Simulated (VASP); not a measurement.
A run of VASP 6.6.1 is set up as follows.

File INCAR:

```
SYSTEM = Sc
PREC = Accurate ; ENCUT = 500
EDIFF = 1E-6 ; ISMEAR = -1
SIGMA = 0.01 ; LREAL = .FALSE.
LASPH = .TRUE. ; NELM = 200
ALGO = Normal ; ISIF = 2
LWAVE = .FALSE. ; LCHARG = .FALSE.
LNONCOLLINEAR = .TRUE. ; MAGMOM = 0.062 -0.457 -0.352 0.327 0.304 0.058
LORBIT = 11 ; LMAXMIX = 4
GGA = LIBXC ; LIBXC1 = GGA_X_PBE
LIBXC2 = GGA_C_LYP ; NBANDS = 34
GGA_COMPAT = .FALSE.
```

File KPOINTS:

```
Automatic mesh
0
G
  7 7 4
  0 0 0
```

The input POSCAR:

```
Sc
1.0
    3.3738988294      0.0000000000      0.0000000000
   -1.6869494147      2.9218820960      0.0000000000
    0.0000000000      0.0000000000      5.3767242965
Sc
2
Direct
    0.6666666667      0.3333333333      0.7500000000
    0.3333333333      0.6666666667      0.2500000000
```

Potentials or basis: VASP PAW PBE potentials, release 64 (Sc_sv).

Launch:

```sh
$ cat potpaw_PBE.64/Sc_sv/POTCAR > POTCAR
$ mpirun -np 1 vasp_ncl > vasp.out
```

Task: What does it give for the band gap on the k mesh?

Result: Zero (bands 22 and 23 overlap by 1.22 eV).

Task: Estimate the pressure.

Result: -2.9 GPa.

Task: Estimate the net moment.

Result: 0.00 μB per cell.

Stress tensor (GPa, compression positive):
```
-2.12  0.00  0.00
 0.00 -2.12  0.00
 0.00  0.00 -4.33
```

Caveat: the PAW data sets were made with another functional, which shifts forces and pressure a little.
